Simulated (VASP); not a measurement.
A run of VASP 6.6.1:

Contents of INCAR:

```
ALGO     = Normal         # electronic algorithm
EDIFF    = 1E-6           # SCF threshold, eV
ENCUT    = 520            # plane-wave cutoff, eV
GGA      = PE             # functional
ISIF     = 2              # what is computed and relaxed
ISMEAR   = 0              # smearing method
LASPH    = True           # aspherical terms in the spheres
LCHARG   = False          # write CHGCAR
LREAL    = False          # projectors in reciprocal space
LWAVE    = False          # write WAVECAR
NBANDS   = 30             # bands
NELM     = 60             # most SCF steps
PREC     = Accurate       # precision mode
SIGMA    = 0.1            # smearing width, eV
```

The input KPOINTS:

```
k-points
0
Gamma
  6 6 4
```

The input POSCAR:

```
Hf3Br2
1.0
    4.4495661611      0.0000000000      0.0000000000
   -2.2247830805      3.8534373313      0.0000000000
    0.0000000000      0.0000000000      6.7688731647
Hf Br
3 2
Direct
    0.0000000000      0.0000000000      0.0000000000
    0.3333333333      0.6666666667      0.6611711547
    0.6666666667      0.3333333333      0.3388288453
    0.3333333333      0.6666666667      0.2583046079
    0.6666666667      0.3333333333      0.7416953921
```

Potentials or basis: VASP PAW PBE potentials, release 64 (Hf_pv, Br).

Run with:

```bash
$ cat potpaw_PBE.64/Hf_pv/POTCAR potpaw_PBE.64/Br/POTCAR > POTCAR
$ mpirun -np 1 vasp_std > vasp.out
```

Hardware: 1 thread of Intel(R) Xeon(R) 6975P-C (Granite Rapids) (shared host).

Q: How long does it take, and how much memory?

A: Run time: 66 s on 1 thread of Intel(R) Xeon(R) 6975P-C (Granite Rapids), with other jobs on the host, peak memory 0.27 GiB. Counts: scf iterations 15, k points 24.
